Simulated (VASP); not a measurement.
Set up this calculation in VASP 6.6.1, as the native input.

| Quantity | Value |
| --- | --- |
| Task | single point |
| Functional | LDA |
| Potentials or basis | VASP PAW LDA potentials, release 64 (Ru_sv) |
| Cutoff | 560 eV |
| k mesh | 11 × 11 × 6 |
| Occupations | fermi-dirac, width 0.1 eV |
| Spin | no spin polarisation |
| Dipole correction | no |
| Further INCAR settings | ALGO = Normal; EDIFF = 1e-06; NBANDS = 23 |

The structure of Ru lies in POSCAR:

```
Ru
1.0
    2.6775346364      0.0000000000      0.0000000000
   -1.3387673182      2.3188130146      0.0000000000
    0.0000000000      0.0000000000      4.2181251212
Ru
2
Direct
    0.3333333333      0.6666666667      0.2500000000
    0.6666666667      0.3333333333      0.7500000000
```

One way to write it, as run:

INCAR

```
PREC = Accurate
ENCUT = 560
EDIFF = 1E-6
ISMEAR = -1
SIGMA = 0.1
LREAL = F
LASPH = T
NELM = 120
ALGO = Normal
ISIF = 2
LWAVE = F
LCHARG = F
NBANDS = 23
GGA_COMPAT = F
```

KPOINTS

```
Automatic mesh
0
Gamma
  11 11 6
```

Potentials or basis: VASP PAW LDA potentials, release 64 (Ru_sv).

Launch:

```console
$ cat potpaw_LDA.64/Ru_sv/POTCAR > POTCAR
$ mpirun -np 1 vasp_std > vasp.out
```

Results of the run:

```
Pressure               : 0.6 GPa
Band gap on the k mesh : zero (bands 16 and 17 overlap by 3.28 eV)
```

Wall time 37 s on 1 thread of AMD EPYC 7R43 64-Core Processor (Zen 3) (shared host), peak memory 0.12 GiB.
